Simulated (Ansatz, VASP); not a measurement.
# One calculation of K, two programs

Contents of INCAR:

```
SYSTEM = K
  PREC = Accurate
  ENCUT = 520
  EDIFF = 1E-7
  ISMEAR = -1
  SIGMA = 0.1
  LREAL = .False.
  LASPH = .True.
  NELM = 80
  ALGO = Normal
  ISIF = 2
  LWAVE = .False.
  LCHARG = .False.
  GGA = PE
  NBANDS = 10
```

Contents of KPOINTS:

```
Automatic mesh
0
Gamma
  10 10 10
  0 0 0
```

Contents of POSCAR:

```
K
1.0
    0.0000000000      2.4523453870      2.4523453870
    2.4523453870      0.0000000000      2.4523453870
    2.4523453870      2.4523453870      0.0000000000
K
1
Direct
    0.0000000000      0.0000000000      0.0000000000
```

Input for Ansatz:

```yaml
crystal:
  lattice:
    - [0.0, 2.452345387, 2.452345387]
    - [2.452345387, 0.0, 2.452345387]
    - [2.452345387, 2.452345387, 0.0]
  atoms:
    - { symbol: K, position: [0.0, 0.0, 0.0] }
kpoints:
  mp_grid: { grid: [10, 10, 10] }
  band_path:
    path:
      - [0.0, 0.0, 0.0]
      - [0.5, 0.0, 0.5]
      - [0.625, 0.25, 0.625]
      - [0.375, 0.375, 0.75]
      - [0.0, 0.0, 0.0]
      - [0.5, 0.5, 0.5]
      - [0.5, 0.25, 0.75]
      - [0.5, 0.0, 0.5]
    npoints: 8
scf:
  occupations: { method: fermi_dirac, width: 0.1 }
hamiltonian:
  xc: pbe
  pseudopotentials: { kind: all_electron, lapw: { basis_error: 0.001 } }
output:
  forces: true
  stress: true
  eigenvalues: true
  populations: true
  dos: { projected: true, de: 0.2, e_range: [-14, 8] }
```

Change from the starting cell: volume scaled by 0.4, LAPW.

Alike in both runs: task single point; functional PBE; k mesh 10 × 10 × 10; occupations fermi-dirac, width 0.1 eV; no spin polarisation.

|  | VASP | Ansatz |
| --- | --- | --- |
| version | VASP 6.6.1 | Ansatz 0.2.0 |
| potentials or method | VASP PAW PBE potentials, release 64 (K_sv), cutoff 520 eV | all-electron LAPW, scalar-relativistic |

```tsv
	VASP	Ansatz	Ansatz less VASP
pressure (GPa)	16.1	16.1	-0.02
```

Ansatz ran all-electron here, and VASP with PAW potentials.
